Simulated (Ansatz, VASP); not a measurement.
## Two plane-wave programs on PtC

```
CELL_PARAMETERS angstrom
0.00000 2.35939 2.35939
2.35939 0.00000 2.35939
2.35939 2.35939 0.00000
ATOMIC_POSITIONS crystal
Pt 0.00000 0.00000 0.00000
C 0.25000 0.25000 0.25000
```

Alike in both runs: functional PBE; k mesh 13 × 13 × 13; occupations fermi-dirac, width 0.08 eV; no spin polarisation.

Ansatz relaxed the structure, and its values are those at the end. VASP's run is a single point on that final structure, the one shown.

|  | VASP | Ansatz |
| --- | --- | --- |
| version | VASP 6.6.1 | Ansatz 0.2.0 |
| potentials or method | VASP PAW PBE potentials, release 64 (Pt, C) | PAW with Ansatz's default frozen-core files, scalar-relativistic |
| plane-wave cutoff (eV) | 520 | 420 |
| valence electrons in the cell | 14 | 22 |

|  | VASP | Ansatz | Ansatz less VASP |
| --- | --- | --- | --- |
| pressure (GPa) | 0.2 | 0.0 | -0.19 |

With one functional, cell and mesh, what is left measures potentials, basis and numerics. VASP's potentials hold 14 valence electrons a cell and Ansatz's 22, so a difference there can come from the potentials and not from the codes.

Neither program's run includes spin-orbit coupling.
